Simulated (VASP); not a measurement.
Write the native input for VASP 6.6.1 that does the following.

* Task: single point
* Functional: r2SCAN
* Potentials or basis: VASP PAW PBE potentials, release 64 (Hf_pv, O)
* Cutoff: 520 eV
* k mesh: 6 × 6 × 3
* Occupations: gaussian, width 0.05 eV
* Spin: no spin polarisation
* Dipole correction: no
* Further INCAR settings: ALGO = Normal; EDIFF = 1e-06; NBANDS = 56

The system is HfO2.

```
Hf O
1.0
    -2.55750   -2.55750    0.00000
     2.55750   -2.55750    0.00000
     0.00000    0.00000   16.23000
Hf O
4 8
Direct
  0.00000 0.00000 0.59092
  0.50000 0.50000 0.11818
  0.00000 0.00000 0.27576
  0.50000 0.50000 0.43334
  0.50000 0.00000 0.03939
  0.00000 0.50000 0.19697
  0.50000 0.00000 0.35455
  0.00000 0.50000 0.51213
  0.50000 0.00000 0.19697
  0.00000 0.50000 0.35455
  0.50000 0.00000 0.51213
  0.00000 0.50000 0.03939
```

This cell differs from its parent crystal: the distance across one plane changed.

The input as run:

POSCAR

```
HfO2
1.0
   -2.5575000000     -2.5575000000      0.0000000000
    2.5575000000     -2.5575000000      0.0000000000
    0.0000000000      0.0000000000     16.2300000000
Hf O
4 8
Direct
    0.0000000000      0.0000000000      0.5909195933
    0.5000000000      0.5000000000      0.1181839187
    0.0000000000      0.0000000000      0.2757624769
    0.5000000000      0.5000000000      0.4333410351
    0.5000000000      0.0000000000      0.0393946396
    0.0000000000      0.5000000000      0.1969731978
    0.5000000000      0.0000000000      0.3545517560
    0.0000000000      0.5000000000      0.5121303142
    0.5000000000      0.0000000000      0.1969731978
    0.0000000000      0.5000000000      0.3545517560
    0.5000000000      0.0000000000      0.5121303142
    0.0000000000      0.5000000000      0.0393946396
```

INCAR.step1

```
PREC     = Accurate       # precision mode
ENCUT    = 520            # plane-wave cutoff, eV
ISMEAR   = 0              # smearing method
SIGMA    = 0.05           # smearing width, eV
LREAL    = False          # projectors in reciprocal space
LASPH    = True           # aspherical terms in the spheres
NELM     = 100            # most SCF steps
NBANDS   = 56             # bands
GGA      = PE             # functional
ALGO     = Normal         # electronic algorithm
EDIFF    = 1E-4           # SCF threshold, eV
LWAVE    = True           # write WAVECAR
LCHARG   = False          # write CHGCAR
```

INCAR.step2

```
PREC     = Accurate       # precision mode
ENCUT    = 520            # plane-wave cutoff, eV
EDIFF    = 1E-6           # SCF threshold, eV
ISMEAR   = 0              # smearing method
SIGMA    = 0.05           # smearing width, eV
LREAL    = False          # projectors in reciprocal space
LASPH    = True           # aspherical terms in the spheres
NELM     = 100            # most SCF steps
ALGO     = Normal         # electronic algorithm
ISIF     = 2              # what is computed and relaxed
LWAVE    = False          # write WAVECAR
LCHARG   = False          # write CHGCAR
METAGGA  = R2SCAN         # meta-GGA
LMIXTAU  = True         
NBANDS   = 56             # bands
ISTART   = 1
```

KPOINTS

```
Automatic mesh
0
Gamma
  6 6 3
```

Potentials or basis: VASP PAW PBE potentials, release 64 (Hf_pv, O).

Command:

```bash
$ cat potpaw_PBE.64/Hf_pv/POTCAR potpaw_PBE.64/O/POTCAR > POTCAR
$ cp INCAR.step1 INCAR
$ mpirun -np 1 vasp_std > vasp.out
$ cp INCAR.step2 INCAR
$ mpirun -np 1 vasp_std > vasp.out
```

It gave:

- Pressure: -10.9 GPa
- Largest force: 3.503 eV/Å
- Band gap on the k mesh: zero (bands 44 and 45 overlap by 0.64 eV)

Caveat: the cell differs from its parent crystal (the distance across one plane changed); the cell stands under tension; the PAW data sets were made with another functional, which shifts forces and pressure a little; spin-orbit coupling is left out, which moves the levels of the heavy elements.

Run time: 30 min on 1 thread of Oxide Virtual Turin-like Processor, with other jobs on the host, peak memory 0.42 GiB.
